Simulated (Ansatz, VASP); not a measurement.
# SiO2 in VASP and in Ansatz

The input POSCAR:

```
SiO2
1.0
    4.1773000000      0.0000000000      0.0000000000
    0.0000000000      4.1773000000      0.0000000000
    0.0000000000      0.0000000000      2.6652000000
Si O
2 4
Direct
    0.0000000000      0.0000000000      0.0000000000
    0.5000000000      0.5000000000      0.5000000000
    0.3054889230      0.3054889230      0.0000000000
    0.1945110770      0.8054889230      0.5000000000
    0.6945110770      0.6945110770      0.0000000000
    0.8054889230      0.1945110770      0.5000000000
```

INCAR.step1

```
SYSTEM = SiO2
ALGO = Normal ; EDIFF = 1E-4
ENCUT = 520 ; GGA = PE
ISMEAR = -4 ; LASPH = .True.
LCHARG = .False. ; LREAL = .False.
LWAVE = .True. ; NBANDS = 25
NELM = 80 ; PREC = Accurate
SIGMA = 0.1
```

File INCAR.step2:

```
SYSTEM = SiO2
ALGO = Normal ; EDIFF = 1E-8
ENCUT = 520 ; ISIF = 2
ISMEAR = -4 ; ISTART = 1
LASPH = .True. ; LCHARG = .False.
LEFG = .True. ; LMIXTAU = .True.
LREAL = .False. ; LWAVE = .False.
METAGGA = R2SCAN ; NBANDS = 25
NELM = 80 ; PREC = Accurate
SIGMA = 0.1
```

Contents of KPOINTS:

```
k-points
0
Gamma
  5 5 7
  0 0 0
```

Input for Ansatz:

```yaml
crystal:
  lattice:
    - [4.1773, 0.0, 0.0]
    - [0.0, 4.1773, 0.0]
    - [0.0, 0.0, 2.6652]
  atoms:
    - { symbol: Si, position: [0.0, 0.0, 0.0] }
    - { symbol: Si, position: [0.5, 0.5, 0.5] }
    - { symbol: O, position: [0.305488923, 0.305488923, 0.0] }
    - { symbol: O, position: [0.194511077, 0.805488923, 0.5] }
    - { symbol: O, position: [0.694511077, 0.694511077, 0.0] }
    - { symbol: O, position: [0.805488923, 0.194511077, 0.5] }
kpoints:
  mp_grid: { grid: [5, 5, 7] }
scf:
  occupations: { method: tetrahedron_uncorrected }
  eigensolver: { kind: davidson }
hamiltonian:
  xc: r2scan
  pseudopotentials: { kind: paw }
output:
  forces: true
  stress: true
  populations: true
  efg: { quadrupole_moments_barn: { O: -0.02558 }, contact_densities: true }
basis:
  precision: f64
```

Alike in both runs: task electric field gradients; functional r2SCAN; k mesh 5 × 5 × 7; no spin polarisation.

|  | VASP | Ansatz |
| --- | --- | --- |
| version | VASP 6.6.1 | Ansatz 0.2.0 |
| potentials or method | VASP PAW PBE potentials, release 64 (Si, O) | plane-wave PAW, scalar-relativistic |
| plane-wave cutoff (eV) | 520 | 500 |
| occupations | tetrahedron | tetrahedron-uncorrected |
| valence electrons in the cell | 32 | 32 |

Ansatz gave:

```
gap on the k mesh at the Fermi level (eV)                     : 6.58
pressure (GPa)                                                : 1.4
traceless stress, the component that is largest in VASP (GPa) : 0.41
rms of the force components (eV/Å)                            : 0.039
size of Vzz on the site where it differs most (V/Å²)          : 17.0
```

Q: Which values does VASP return?

A: gap on the k mesh at the Fermi level (eV): 6.58; pressure (GPa): 1.8; traceless stress, the component that is largest in VASP (GPa): 1.00; rms of the force components (eV/Å): 0.029; size of Vzz on the site where it differs most (V/Å²): 19.7.

VASP's potentials were made for PBE, not for r2SCAN. Atom by atom the forces differ by 0.010 eV/Å (rms over components). Ansatz's warnings: band table not solved further.
